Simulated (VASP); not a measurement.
# ZnSiP2: relaxation of shape and atoms at fixed volume with r2SCAN

ZnSiP2:

```
Zn Si P
1.0
    -2.66146    2.66146    5.18095
     2.66146   -2.66146    5.18095
     2.66146    2.66146   -5.18095
Zn Si P
2 2 4
Direct
  0.00000 0.00000 0.00000
  0.75000 0.25000 0.50000
  0.50000 0.50000 0.00000
  0.25000 0.75000 0.50000
  0.37500 0.39184 0.51684
  0.87500 0.85816 0.48316
  0.60816 0.12500 0.98316
  0.14184 0.62500 0.01684
```

* Program: VASP 6.6.1
* Task: relaxation of shape and atoms at fixed volume
* Functional: r2SCAN
* Potentials or basis: VASP PAW PBE potentials, release 64 (Zn, Si, P)
* Cutoff: 550 eV
* k mesh: 8 × 8 × 8
* Occupations: gaussian, width 0.02 eV
* Spin: no spin polarisation
* Dipole correction: no
* Further INCAR settings: ALGO = Normal; EDIFF = 1e-07; IBRION = 2; EDIFFG = -0.01; NSW = 50; ISIF = 4

| Quantity | Value |
| --- | --- |
| Energy gained by relaxing | 0.0 meV/atom |
| Ionic steps | 3 |
| Pressure after relaxing | 2.8 GPa |
| Largest force after relaxing | 0.007 eV/Å |
| Band gap on the k mesh | 1.50 eV |

Forces in eV/Å, atoms in the order of the input:
```
Zn   0.000  0.000  0.000
Zn   0.000  0.000  0.000
Si   0.000  0.000  0.000
Si   0.000  0.000  0.000
P   -0.007  0.000  0.000
P    0.007  0.000  0.000
P    0.000  0.007  0.000
P    0.000 -0.007  0.000
```

The path:
```tsv
step	energy change (eV)	largest force (eV/Å)	pressure (GPa)	volume (Å³)
1	0.0000	0.0341	2.85	146.79
2	-0.0002	0.0110	2.84	146.79
3	-0.0002	0.0068	2.83	146.79
```

Final structure:
```
Zn Si P
1.0
    -2.66142    2.66142    5.18108
     2.66142   -2.66142    5.18108
     2.66142    2.66142   -5.18108
Zn Si P
2 2 4
Direct
  0.00000 0.00000 0.00000
  0.75000 0.25000 0.50000
  0.50000 0.50000 0.00000
  0.25000 0.75000 0.50000
  0.37500 0.39147 0.51647
  0.87500 0.85853 0.48353
  0.60853 0.12500 0.98353
  0.14147 0.62500 0.01647
```

Levels at points of the mesh, in eV from the valence-band top:
| k point | band 24 | band 25 | band 26 | band 27 | band 28 | band 29 |
| --- | --- | --- | --- | --- | --- | --- |
| (0.00, 0.00, 0.00) | -0.13 | -0.13 | 0.00 | 1.50 | 2.16 | 3.47 |
| (0.50, 0.00, 0.00) | -1.88 | -1.56 | -0.85 | 3.08 | 3.20 | 3.40 |
| (0.50, 0.50, 0.00) | -1.11 | -0.60 | -0.60 | 2.48 | 2.48 | 3.54 |
| (0.50, 0.50, 0.50) | -2.01 | -1.23 | -1.23 | 1.73 | 1.73 | 1.97 |

It took 15 min on 4 MPI ranks on AMD EPYC 9R45 96-Core Processor (Zen 5), with other jobs on the host, peak memory 0.55 GiB a rank.

Caveat: the PAW data sets were made with another functional, which shifts forces and pressure a little. A k mesh can miss the band edges.
